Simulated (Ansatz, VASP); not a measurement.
SnO in VASP and in Ansatz

```
Sn O
1.0
     3.81370    0.00000    0.00000
     0.00000    3.81370    0.00000
     0.00000    0.00000    4.88691
Sn O
2 2
Direct
  0.50000 0.00000 0.76463
  0.00000 0.50000 0.23537
  0.00000 0.00000 0.00000
  0.50000 0.50000 0.00000
```

Alike in both runs: task single point; functional PBE; k mesh 7 × 7 × 5; occupations gaussian, width 0.02 eV; no spin polarisation.

|  | VASP | Ansatz |
| --- | --- | --- |
| version | VASP 6.6.1 | Ansatz 0.2.0 |
| potentials or method | VASP PAW PBE potentials, release 64 (Sn_d, O), cutoff 520 eV | scalar-relativistic, plane waves, PAW |
| valence electrons in the cell | 40 | 40 |

Ansatz gave:

| Property | Result |
| --- | --- |
| rms of the force components (eV/Å) | 0.148 |

**Question.** Which values does VASP return?

**Answer.** rms of the force components (eV/Å): 0.186.

Atom by atom the forces differ by 0.038 eV/Å (rms over components).
